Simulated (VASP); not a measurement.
Write the native input for VASP 6.6.1 that does the following.

* Task: single point
* Functional: PBEsol
* Potentials or basis: VASP PAW PBE potentials, release 64 (Ba_sv)
* Cutoff: 520 eV
* k mesh: 8 × 8 × 8
* Occupations: fermi-dirac, width 0.05 eV
* Spin: no spin polarisation
* Dipole correction: no
* Further INCAR settings: ALGO = Fast; EDIFF = 1e-06; NBANDS = 11

The structure of Ba lies in POSCAR:

```
Ba
1.0
   -2.4717600000      2.4776470000      2.4485140000
    2.5653110000     -2.5280200000      2.5924380000
    2.4506570000      2.5069170000     -2.4988870000
Ba
1
Direct
   -0.0010750000      0.0047450000     -0.0114680000
```

This cell differs from its parent crystal: the cell strained at random.

These files were run (other wordings do the same):

INCAR

```
  PREC = Accurate
  ENCUT = 520
  EDIFF = 1E-6
  ISMEAR = -1
  SIGMA = 0.05
  LREAL = F
  LASPH = T
  NELM = 100
  ALGO = Fast
  ISIF = 2
  LWAVE = F
  LCHARG = T
  GGA = PS
  LELF = T
  LVHAR = T
  NBANDS = 11
```

KPOINTS

```
regular mesh
0
Gamma
  8 8 8
```

Potentials or basis: VASP PAW PBE potentials, release 64 (Ba_sv).

Launch:

```bash
$ cat potpaw_PBE.64/Ba_sv/POTCAR > POTCAR
$ mpirun -np 1 vasp_std > vasp.out
```

Results of the run:

The pressure is -0.6 GPa and the band gap on the k mesh is zero (band 5 reaches 1.97 eV, above the bottom of band 6 at 1.00 eV).

Caveat: the cell differs from its parent crystal (the cell strained at random); the PAW data sets were made with another functional, which shifts forces and pressure a little; spin-orbit coupling is left out, which moves the levels of the heavy elements.

It took 91 s on 1 thread of Intel(R) Xeon(R) Platinum 8375C CPU @ 2.90GHz (Ice Lake), on a shared host, peak memory 0.31 GiB.
